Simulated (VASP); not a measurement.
# SiO2 in VASP: a series of runs

Runs on SiO2. Level: PBE. Tasks: single point.

Everything below comes from runs of VASP 6.6.1. Logs are shortened: lines on timing, memory, paths and dates and some standing lists are left out, and cuts for length are marked.

### Step 1. The cell of the first run

The cell holds an amorphous packing of atoms, 21 atoms: a = 6.683 Å, b = 6.840 Å, c = 6.891 Å, α = 92.00°, β = 93.29°, γ = 89.80°.

### Step 2. Single point, PBE

File INCAR:

```
SYSTEM = SiO2
ALGO = Normal ; EDIFF = 1E-6
ENCUT = 520 ; GGA = PE
ISIF = 2 ; ISMEAR = -1
ISYM = 0 ; LASPH = .True.
LCHARG = .False. ; LREAL = Auto
LWAVE = .False. ; NBANDS = 72
NELM = 80 ; PREC = Accurate
SIGMA = 0.1241
```

File KPOINTS:

```
k-points
0
Gamma
  1 1 1
  0 0 0
```

File POSCAR:

```
SiO2
1.0
    6.6801160000      0.0097880000     -0.1947280000
    0.0097880000      6.8389880000     -0.1197180000
   -0.1947280000     -0.1197180000      6.8867160000
Si O
7 14
Direct
    0.6216653860      0.2904493506      0.5927386395
    0.9661075423      0.9084665796      0.5653142937
    0.3240594799     -0.0454541639      0.5186054968
    0.8046146933      0.1601627144      0.9157140166
    0.7597915000      0.5767820455      0.3328432408
    0.5242833266      0.1060260509      0.2404698946
    0.0918635233      0.2712372644      0.2843394998
    0.7979219600      0.3330582548      0.7662546002
    0.9635081818      0.2387908224      0.0796069681
    0.9171402803      0.9652139298      0.8053129204
    0.0853821406      0.0602206095      0.4165350777
    0.1950441372      0.8095208316      0.6106879926
    0.7069079681      0.6108482371      0.1100417534
    0.3064842938      0.2231470185      0.2033081934
    0.6302535045      0.0881036956      1.0339133489
    0.9557739560      0.4449521095      0.4009443293
    0.4039175889      0.1477095710      0.6363498304
    0.4431122284      0.9029443371      0.3309750320
    0.7935275572      0.7754406168      0.4668313945
    0.5893862653      0.5126565642      0.4986468481
    0.7070900354      0.1922610133      0.3889954708
```

Potentials or basis: VASP PAW PBE potentials, release 64 (Si, O).

The run is started by

```sh
$ cat potpaw_PBE.64/Si/POTCAR potpaw_PBE.64/O/POTCAR > POTCAR
$ mpirun -np 1 vasp_gam > vasp.out
```

OUTCAR:

```text
SYSTEM = SiO2
   EDIFF = 1E-6
   ENCUT = 520
   GGA = PE
   ISIF = 2
   ISMEAR = -1
   ISYM = 0
   LASPH = .True.
   LREAL = Auto
   NELM = 80
   PREC = Accurate

 ion  position               nearest neighbor table
   1  0.622  0.290  0.593-   8 1.65  21 1.66  20 1.68  17 1.80   4 2.66   6 2.74   5 2.89   3 3.05

   2  0.966  0.908  0.565-  19 1.58  12 1.69  11 1.71  10 1.73   3 2.45   5 3.02
   3  0.324  0.955  0.519-  12 1.50  18 1.59  17 1.60  11 1.86   2 2.45   6 2.64   1 3.05   7 3.10

   4  0.805  0.160  0.916-  15 1.55   9 1.59   8 1.59  10 1.71   1 2.66   6 3.03
   5  0.760  0.577  0.333-  13 1.58  19 1.62  16 1.64  20 1.73   1 2.89   2 3.02   7 3.07
   6  0.524  0.106  0.240-  15 1.63  21 1.65  18 1.65  14 1.67   3 2.64   1 2.74   4 3.03   7 3.13

   7  0.092  0.271  0.284-  14 1.60   9 1.62  16 1.70  11 1.74   5 3.07   3 3.10   6 3.13
   8  0.798  0.333  0.766-   4 1.59   1 1.65
   9  0.964  0.239  0.080-   4 1.59   7 1.62
  10  0.917  0.965  0.805-   4 1.71   2 1.73
  11  0.085  0.060  0.417-   2 1.71   7 1.74   3 1.86
  12  0.195  0.810  0.611-   3 1.50   2 1.69
  13  0.707  0.611  0.110-   5 1.58
  14  0.306  0.223  0.203-   7 1.60   6 1.67
  15  0.630  0.088  0.034-   4 1.55   6 1.63
  16  0.956  0.445  0.401-   5 1.64   7 1.70
  17  0.404  0.148  0.636-   3 1.60   1 1.80
  18  0.443  0.903  0.331-   3 1.59   6 1.65
  19  0.794  0.775  0.467-   2 1.58   5 1.62
  20  0.589  0.513  0.499-   1 1.68   5 1.73
  21  0.707  0.192  0.389-   6 1.65   1 1.66

IMPORTANT INFORMATION: All symmetrisations will be switched off!
NOSYMM: (Re-)initialisation of all symmetry stuff for point group C_1.

----------------------------------------------------------------------------------------

                                     Primitive cell

  volume of cell :     314.2660

  direct lattice vectors                    reciprocal lattice vectors
     6.680116000  0.009788000 -0.194728000     0.149821625 -0.000140310  0.004233900
     0.009788000  6.838988000 -0.119718000    -0.000140310  0.146265105  0.002538691
    -0.194728000 -0.119718000  6.886716000     0.004233900  0.002538691  0.145370941

  length of vectors
     6.682960764  6.840042768  6.890508592     0.149881503  0.146287203  0.145454740

  position of ions in fractional coordinates (direct lattice)
     0.621665386  0.290449351  0.592738639
     0.966107542  0.908466580  0.565314294
     0.324059480  0.954545836  0.518605497
     0.804614693  0.160162714  0.915714017
     0.759791500  0.576782046  0.332843241
     0.524283327  0.106026051  0.240469895
[... 13 lines left out ...]
     0.589386265  0.512656564  0.498646848
     0.707090035  0.192261013  0.388995471

  ion indices of the primitive-cell ions
   primitive index   ion index
                 1           1
                 2           2
                 3           3
                 4           4
                 5           5
                 6           6
[... 13 lines left out ...]
                20          20
                21          21

----------------------------------------------------------------------------------------

 KPOINTS: k-points

Automatic generation of k-mesh.
 Grid dimensions read from file:
 generate k-points for:    1    1    1

 Generating k-lattice:

  Cartesian coordinates                     Fractional coordinates (reciprocal lattice)
     0.149821625 -0.000140310  0.004233900     1.000000000  0.000000000  0.000000000
    -0.000140310  0.146265105  0.002538691    -0.000000000  1.000000000  0.000000000
     0.004233900  0.002538691  0.145370941     0.000000000  0.000000000  1.000000000

  Length of vectors
     0.149881503  0.146287203  0.145454740

  Shift w.r.t. Gamma in fractional coordinates (k-lattice)
     0.000000000  0.000000000  0.000000000

 Subroutine IBZKPT returns following result:
 ===========================================

 Found      1 irreducible k-points:

 Following reciprocal coordinates:
            Coordinates               Weight
  0.000000  0.000000  0.000000      1.000000
[... 27 lines left out ...]
   TEBEG  =    0.0;   TEEND  =   0.0 temperature during run
   PSTRESS=    0.0 pullay stress
   NELECT =     112.0000    total number of electrons
   NUPDOWN=      -1.0000    fix difference up-down
   EMIN   =  10.00;   EMAX   =-10.00  energy-range for DOS
   EFERMI =   0.00;   METHOD = LEGACY
   ISMEAR =    -1;   SIGMA  =   0.12  broadening in eV -4-tet -1-fermi 0-gaus
   EFERMI_NEDOS =   21; number of points for ismear=-14 and -15
   IALGO  =     38    algorithm
   IMIX   =      4    mixing-type and parameters
     AMIX     =   0.40;   BMIX     =  1.00
     AMIX_MAG =   1.60;   BMIX_MAG =  1.00
  volume/ion in A,a.u.               =      14.97       100.99
  Fermi-wavevector in a.u.,A,eV,Ry     =   1.160687  2.193380 18.329686  1.347194
  Thomas-Fermi vector in A             =   2.297267
   LORBIT       =      0    0 simple, 1 ext, 2 COOP (PROOUT), +10 PAW based schemes
   GGA     = PE    functional components
   LHFCALC =     F    Hartree Fock is set to
   AEXX    =    0.0000 exact exchange contribution
   IVDW    =     0    specifies the selected vdW correction
   LEPSILON=     F    determine dielectric tensor
   LRPA    =     F    only Hartree local field effects (RPA)
 non-spin polarized calculation
  energy-cutoff  :      520.00
  volume of cell :      314.27
 maximum number of plane-waves:      4230
 NGX is ok and might be reduce to    50
   NGX = 25   NGY = 25   NGZ = 25

 number of electron     112.0000023 magnetization

 Free energy of the ion-electron system (eV)
  ---------------------------------------------------
  ext. energy  EPLUGINS =         0.00000000
  ---------------------------------------------------
  free energy    TOTEN  =      -155.60328916 eV

  energy without entropy =     -155.60068339  energy(sigma->0) =     -155.60198628

 E-fermi :   3.1062     XC(G=0):  -8.1711

 val. band max:        2.1562581262   @ k =   0.0000   0.0000   0.0000
 cond. band min:       4.0256426291   @ k =   0.0000   0.0000   0.0000
 fundamental gap:      1.8693845030
 Fermi energy:         3.1061761003

 k-point     1 :       0.0000    0.0000    0.0000
  band No.  band energies     occupation
      1     -21.0774      2.00000
      2     -20.0269      2.00000
      3     -19.4239      2.00000
      4     -19.2896      2.00000
      5     -18.9777      2.00000
      6     -18.8760      2.00000
[... 60 lines left out ...]
     67       8.8000      0.00000
     68       9.0843      0.00000
 [bands above 68 left out]

------------------------ aborting loop because EDIFF is reached ----------------------------------------

  FORCE on cell =-STRESS in cart. coord.  units (eV):
  Direction    XX          YY          ZZ          XY          YZ          ZX
  --------------------------------------------------------------------------------------
  -------------------------------------------------------------------------------------
  Total       11.3477862     10.8351223      4.7572687      6.0750727     -2.6526508      2.4302367
  in kB       57.8528016     55.2391599     24.2533053     30.9716774    -13.5236315     12.3897295
  external PRESSURE =      45.7817556 kB  Pullay stress =       0.0000000 kB

 VOLUME and BASIS-vectors are now :
 -----------------------------------------------------------------------------
  energy-cutoff  :      520.00
  volume of cell :      314.27
      direct lattice vectors                 reciprocal lattice vectors
     6.680116000  0.009788000 -0.194728000     0.149821625 -0.000140310  0.004233900
     0.009788000  6.838988000 -0.119718000    -0.000140310  0.146265105  0.002538691
    -0.194728000 -0.119718000  6.886716000     0.004233900  0.002538691  0.145370941

 POSITION                                       TOTAL-FORCE (eV/Angst)
 -----------------------------------------------------------------------------------
      4.04022      1.92150      3.92619        -1.119978      3.392205     -1.495578
      6.35252      6.15477      3.59627        -0.868509     -0.771840      3.333652
      2.07311      6.46921      3.39411         1.470744      2.802667     -2.326218
      5.19817      0.99360      6.13041         4.333624     -1.725934      0.870611
      5.01633      3.91219      2.07519        -1.955883      0.139766     -1.856684
      3.45648      0.70145      1.54126        -0.002366     -0.114470     -2.357186
[... 13 lines left out ...]
      3.84509      3.45212      3.25789        -1.329294     -2.290094      0.703713
      4.64958      1.27522      2.51819        -1.319966     -1.969935      0.726104
 -----------------------------------------------------------------------------------
    total drift:                                0.001393     -0.002777      0.015405

  FREE ENERGIE OF THE ION-ELECTRON SYSTEM (eV)
  ---------------------------------------------------
  free  energy   TOTEN  =      -155.6032891647 eV

  energy  without entropy=     -155.6006833922  energy(sigma->0) =     -155.60198628
```

Run time: 21 s. Hardware: 1 thread of Intel Xeon 6975P-C (Granite Rapids), shared host; peak memory 0.32 GiB.

Results:

```
Free energy            : -155.6033 eV
Pressure               : 4.6 GPa
Largest force          : 5.205 eV/Å
Band gap on the k mesh : 1.87 eV
```

Forces in eV/Å, atoms in the order of the input:
```
Si  -1.120  3.392 -1.496
Si  -0.869 -0.772  3.334
Si   1.471  2.803 -2.326
Si   4.334 -1.726  0.871
Si  -1.956  0.140 -1.857
Si  -0.002 -0.114 -2.357
Si  -3.895  0.550 -0.918
O   -2.352 -0.422 -1.549
O    1.178  0.261  1.091
O   -0.747  1.077 -2.665
O   -0.243  0.612  0.690
O   -2.451 -3.889  2.441
O    0.107 -0.759  1.516
O    2.732  1.142  0.759
O   -3.468 -1.053  0.989
O    4.401 -1.758 -0.611
O    3.170  2.097  0.538
O    0.443 -0.169 -0.611
O    1.914  2.848  0.731
O   -1.329 -2.290  0.704
O   -1.320 -1.970  0.726
```

Stress tensor (GPa, compression positive):
```
 5.79  3.10  1.24
 3.10  5.52 -1.35
 1.24 -1.35  2.43
```

Levels at points of the mesh, in eV from the valence-band top:
| k point | band 53 | band 54 | band 55 | band 56 | band 57 | band 58 | band 59 | band 60 |
| --- | --- | --- | --- | --- | --- | --- | --- | --- |
| (0.00, 0.00, 0.00) | -2.07 | -1.58 | -0.16 | 0.00 | 1.87 | 3.35 | 4.03 | 4.40 |

Caveat: the k points lie up to 0.94 Å⁻¹ apart.

### Step 3. Single point, PBE

File INCAR:

```
PREC     = Accurate       # precision mode
ENCUT    = 520            # plane-wave cutoff, eV
EDIFF    = 1E-7           # SCF threshold, eV
ISMEAR   = -1             # smearing method
SIGMA    = 0.1241         # smearing width, eV
LREAL    = Auto         
LASPH    = T              # aspherical terms in the spheres
NELM     = 60             # most SCF steps
ALGO     = Normal         # electronic algorithm
ISIF     = 2              # what is computed and relaxed
LWAVE    = F              # write WAVECAR
LCHARG   = F              # write CHGCAR
GGA      = PE             # functional
ISYM     = 0            
NBANDS   = 72             # bands
```

File KPOINTS:

```
Automatic mesh
0
Gamma
  1 1 1
```

File POSCAR:

```
SiO2
1.0
    6.6801160000      0.0097880000     -0.1947280000
    0.0097880000      6.8389880000     -0.1197180000
   -0.1947280000     -0.1197180000      6.8867160000
Si O
7 14
Direct
    0.6973523060      0.3226570503      0.5918022286
    1.0524963508      0.8922030244      0.6435006571
    0.3809514538      0.0006386283      0.5261808923
    0.8612337599      0.1180056578      0.9625706547
    0.7859634185      0.6141908493      0.3851706364
    0.5476151750      0.1449031890      0.2434072391
    0.1126296633      0.2630467478      0.3199432908
    0.8658852149      0.2400405189      0.7448964451
    0.9844371081      0.1509061077      0.1467593039
    0.9274077728      0.8938576659      0.8406114196
    0.1420031147      0.1204060965      0.5036400165
    0.2833035220      0.8376056998      0.6832498403
    0.6552050049      0.5520818739      0.2125950740
    0.3623355005      0.2904261106      0.2416029789
    0.6436152153      0.1239974136      1.0469731329
    1.0103970865      0.4509128809      0.4436972560
    0.4883224788      0.1920862437      0.6360715674
    0.4778435601      0.9254640864      0.3207697588
    0.9338197791      0.8047826511      0.4400685069
    0.7291794466      0.5769414289      0.6106075710
    0.7417780095      0.2265620674      0.3776690524
```

Potentials or basis: VASP PAW PBE potentials, release 64 (Si, O).

The run is started by

```sh
$ cat potpaw_PBE.64/Si/POTCAR potpaw_PBE.64/O/POTCAR > POTCAR
$ mpirun -np 1 vasp_gam > vasp.out
```

It took 23 s on 1 thread of Intel Xeon 6975P-C (Granite Rapids), shared host; peak memory 0.33 GiB.

It converged, with:

* Free energy: -154.3805 eV
* Pressure: 3.7 GPa
* Largest force: 8.577 eV/Å
* Band gap on the k mesh: 2.88 eV

Forces in eV/Å, atoms in the order of the input:
```
Si   0.449  1.235  1.174
Si  -3.604 -0.118 -1.639
Si  -1.107  0.079  1.937
Si  -2.635 -1.994 -7.915
Si   4.660 -0.127  2.528
Si   0.635  0.463  0.700
Si   0.670  3.914  0.892
O    0.397 -0.748  3.690
O    4.858  0.920  2.633
O    0.287  1.945  0.626
O    1.584 -3.758  1.211
O    2.297  1.019 -1.562
O   -1.379  0.253 -2.854
O   -4.443  0.051  1.034
O   -0.286 -1.247 -4.173
O    1.410 -0.583 -3.087
O    0.862  0.082  0.074
O   -0.797  0.808  1.619
O    0.515  1.899  1.037
O   -2.856 -3.182  0.553
O   -1.516 -0.909  1.522
```

Stress tensor (GPa, compression positive):
```
 6.56  1.11  3.85
 1.11 -1.40 -1.56
 3.85 -1.56  6.01
```

Levels at points of the mesh, in eV from the valence-band top:
```
           k point  band 54  band 55  band 56  band 57  band 58  band 59
(0.00, 0.00, 0.00)    -0.74    -0.10     0.00     2.88     4.69     5.28
```

Caveat: the k points lie up to 0.94 Å⁻¹ apart.

### Step 4. Single point, PBE

File INCAR:

```
ALGO = Normal
EDIFF = 1E-6
ENCUT = 520
GGA = PE
ISIF = 2
ISMEAR = -1
ISYM = 0
LASPH = T
LCHARG = F
LREAL = Auto
LWAVE = F
NBANDS = 72
NELM = 100
PREC = Accurate
SIGMA = 0.1241
```

File KPOINTS:

```
k-points
0
Gamma
  1 1 1
```

File POSCAR:

```
SiO2
1.0
    6.6801160000      0.0097880000     -0.1947280000
    0.0097880000      6.8389880000     -0.1197180000
   -0.1947280000     -0.1197180000      6.8867160000
Si O
7 14
Direct
    0.6968249627      0.3418893770      0.6058142435
    1.0377660273      0.9549838402      0.5750319686
    0.4005752380      0.0126612151      0.5452373802
    0.8442541735      0.1763914038      0.9519141130
    0.8536509542      0.6105563541      0.3601974190
    0.5687057095      0.1625619907      0.2363720998
    0.1433016821      0.2869860291      0.2990832268
    0.8402265224      0.3507496493      0.8013730604
    1.0436464381      0.1949135091      0.0892377207
    0.9322148493      0.9600512349      0.7888403917
    0.1611570939      0.1304214108      0.5025966787
    0.2680807923      0.8197822524      0.5993581742
    0.7804305992      0.4932150545      0.1591631497
    0.3927207011      0.3284966878      0.2330130476
    0.6653573535      0.0604676836      1.0333139594
    1.0595162793      0.4777476498      0.4220751196
    0.5036147106      0.2133398980      0.6891811004
    0.4312586659      0.9816117094      0.3115727043
    0.9028203400      0.8683398837      0.3880690468
    0.6783520989      0.5665153375      0.5322951071
    0.7405520432      0.1896997834      0.4126285587
```

The run is started by

```sh
$ cat potpaw_PBE.64/Si/POTCAR potpaw_PBE.64/O/POTCAR > POTCAR
$ mpirun -np 1 vasp_gam > vasp.out
```

Wall time 21 s (1 thread of Intel Xeon 6975P-C (Granite Rapids), shared host); peak memory 0.33 GiB.

It converged, with:

* Free energy: -155.6538 eV
* Pressure: -2.0 GPa
* Largest force: 6.480 eV/Å
* Band gap on the k mesh: 2.15 eV

Forces on the atoms (eV/Å):
```
Si  -1.316  0.219 -0.415
Si  -2.166 -4.876  3.678
Si  -0.564  0.535  0.606
Si   2.790 -1.749 -2.421
Si  -1.375 -0.405 -1.700
Si  -0.056 -0.451 -1.859
Si   1.485  1.406 -1.324
O    0.372  0.019 -0.580
O    1.668  0.303  2.919
O    0.133  2.341 -1.146
O    1.209  4.458 -2.462
O   -0.150  1.716  0.979
O   -0.107  1.068  0.900
O   -2.517  0.064  0.884
O   -2.111  1.173  2.253
O    0.636 -0.206 -0.222
O   -0.917 -2.264 -2.191
O    1.258 -0.648  1.115
O   -0.150 -3.940 -0.062
O    1.144 -0.103 -0.430
O    0.734  1.340  1.477
```

Stress tensor (GPa, compression positive):
```
 2.20 -0.12  1.63
-0.12 -4.64 -7.77
 1.63 -7.77 -3.67
```

Levels at points of the mesh, in eV from the valence-band top:
```
           k point  band 52  band 53  band 54  band 55  band 56  band 57  band 58  band 59  band 60  band 61
(0.00, 0.00, 0.00)    -2.14    -1.89    -1.64    -0.24     0.00     2.15     3.74     5.09     5.87     5.94
```

Caveat: the k points lie up to 0.94 Å⁻¹ apart.

### Step 5. Single point, PBE

File INCAR:

```
SYSTEM = SiO2
PREC = Accurate
ENCUT = 520
EDIFF = 1E-7
ISMEAR = -1
SIGMA = 0.05
LREAL = Auto
LASPH = .True.
NELM = 60
ALGO = Normal
ISIF = 2
LWAVE = .False.
LCHARG = .True.
GGA = PE
LELF = .True.
LVHAR = .True.
NBANDS = 72
ISYM = 0
```

File KPOINTS:

```
regular mesh
0
Gamma
  1 1 1
  0 0 0
```

File POSCAR:

```
SiO2
1.0
    6.6801160000      0.0097880000     -0.1947280000
    0.0097880000      6.8389880000     -0.1197180000
   -0.1947280000     -0.1197180000      6.8867160000
Si O
7 14
Direct
    0.6953667455      0.3216866196      0.6061593152
    0.0151357073      0.9253408770      0.6014826668
    0.3772370685      0.0074099683      0.5471113847
    0.8691487893      0.1589549137      0.9429490587
    0.8117642653      0.5867157323      0.3400190549
    0.5804525347      0.1529817176      0.2505939008
    0.1510304345      0.2881139533      0.3000230125
    0.8530659452      0.3535179143      0.7926425720
    0.0527673070      0.1927811260      0.0997117702
    0.9144711877      0.9684401833      0.7948816050
    0.1391993291      0.1131949054      0.4797698169
    0.2551085654      0.8735916704      0.6837564419
    0.7332718550      0.5613491910      0.1281147886
    0.3955335762      0.2941795914      0.2587178061
    0.6623968250      0.1050241007      0.0405879209
    0.0664838837      0.4950715724      0.3642918123
    0.5003385178      0.1918485451      0.6620575965
    0.4773619945      0.9584611624      0.3421691558
    0.8858387395      0.8184371976      0.4317376048
    0.6635737007      0.5453801834      0.5303011195
    0.7671951160      0.2177514638      0.3968906428
```

The run is started by

```sh
$ cat potpaw_PBE.64/Si/POTCAR potpaw_PBE.64/O/POTCAR > POTCAR
$ mpirun -np 1 vasp_gam > vasp.out
```

Wall time 25 s (1 thread of Intel Xeon 6975P-C (Granite Rapids), shared host); peak memory 0.33 GiB.

Results (log left out):

* Free energy: -158.5789 eV
* Pressure: 2.8 GPa
* Largest force: 3.432 eV/Å
* Band gap on the k mesh: 2.91 eV

Forces in eV/Å, atoms in the order of the input:
```
Si  -0.553  2.135 -0.096
Si   2.202 -0.563 -1.836
Si   0.331  1.788 -0.135
Si  -0.033  1.106 -0.890
Si   1.592  1.526  1.329
Si   0.167 -1.611 -1.265
Si   0.809 -0.119 -0.616
O    0.023 -2.561  0.796
O    0.011 -0.381 -0.145
O   -1.492  1.310  1.973
O    0.574  0.788 -0.629
O   -0.283 -1.669 -0.137
O   -0.473 -0.321 -0.551
O   -2.883  1.830  0.348
O    0.101 -0.092 -0.307
O   -1.371  0.322  0.765
O   -0.049 -0.693 -0.182
O    0.039 -1.180  0.827
O    0.043 -0.839 -0.325
O    0.513 -0.618 -0.413
O    0.733 -0.160  1.490
```

Stress tensor (GPa, compression positive):
```
 2.01 -2.12  1.41
-2.12  2.54  0.42
 1.41  0.42  3.90
```

Levels at points of the mesh, in eV from the valence-band top:
```
           k point  band 52  band 53  band 54  band 55  band 56  band 57  band 58  band 59  band 60  band 61
(0.00, 0.00, 0.00)    -2.54    -2.12    -1.51    -0.34     0.00     2.91     4.75     5.73     5.97     6.25
```

Caveat: the k points lie up to 0.94 Å⁻¹ apart.
